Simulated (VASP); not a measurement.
The system is Ge5P.

```
Ge P
1.0
     3.35608    0.00000    0.00000
    -1.67804    2.90645    0.00000
     0.00000    0.00000   15.91843
Ge P
5 1
Cartesian
  1.6780 0.9688 13.5843
  0.0000 0.0000 10.7617
  1.6780 0.9688 7.9592
  0.0000 0.0000 5.1567
  1.6780 0.9688 2.3341
  0.0000 0.0000 0.0000
```

The cell was built from a structure type or drawn by symmetry, and may not be a known phase.

* Program: VASP 6.6.1
* Task: relaxation of cell and atoms
* Functional: PBE
* Potentials or basis: VASP PAW PBE potentials, release 64 (Ge_d, P)
* Cutoff: 600 eV
* k mesh: 6 × 6 × 1
* Occupations: gaussian, width 0.1 eV
* Spin: no spin polarisation

At the start: pressure -10.9 GPa; volume 25.88 Å³/atom.

Problem. Where does the relaxation end?

Solution. Over 31 steps the energy falls by 410.6 meV/atom and the volume is 18.61 Å³/atom (-28.1 %); space group P-6m2 (No. 187, to 0.1 Å) before and after.

Step by step:
```tsv
step	energy change (eV)	largest force (eV/Å)	pressure (GPa)	volume (Å³)
1	0.0000	0.2427	-10.87	155.27
2	-1.7684	0.3247	-2.45	119.06
3	-1.8055	0.4290	-0.26	114.79
4	-1.8058	0.4482	0.11	114.06
5	-1.8529	0.3104	-0.05	113.58
6	-2.0337	0.2263	-0.06	112.01
7	-2.1265	1.1095	1.85	108.31
8	-2.1059	0.7333	0.58	110.14
9	-2.1224	0.8181	0.50	109.62
10	-2.1362	0.9705	1.11	108.98
11	-2.1394	1.0379	1.41	108.65
12	-2.1484	1.0865	1.50	108.67
13	-2.1484	1.0917	1.58	108.67
14	-2.1645	1.0707	1.39	108.93
15	-2.2086	1.0069	0.79	109.73
16	-2.2778	0.8604	-0.34	111.34
17	-2.3411	0.5719	-2.03	114.60
18	-2.3814	0.4604	-1.12	113.26
19	-2.4073	0.5315	0.77	111.07
20	-2.4308	0.4544	0.86	110.76
21	-2.4341	0.4137	0.97	110.59
22	-2.4509	0.2749	-0.04	111.87
23	-2.4542	0.1860	-0.75	112.79
24	-2.4615	0.0887	-0.38	112.26
25	-2.4620	0.0536	-0.21	112.08
26	-2.4636	0.0425	0.01	111.59
27	-2.4636	0.0472	0.16	111.42
28	-2.4636	0.0453	0.14	111.49
29	-2.4636	0.0446	0.10	111.51
30	-2.4636	0.0449	0.09	111.50
31	-2.4639	0.0316	-0.01	111.63
```

Final structure:
```
Ge P
1.0
     3.20832    0.00000    0.00000
    -1.60416    2.77848    0.00000
     0.00000    0.00000   12.52296
Ge P
5 1
Cartesian
  1.6042 0.9262 10.7142
  0.0000 0.0000 8.4768
  1.6042 0.9262 6.2615
  0.0000 0.0000 4.0461
  1.6042 0.9262 1.8088
  0.0000 0.0000 0.0000
```

Caveat: the k points lie up to 0.50 Å⁻¹ apart in the final cell, too coarse for converged energies and pressures of a metal; the volume moved by over 15 % at a fixed basis, so the end points are rough.
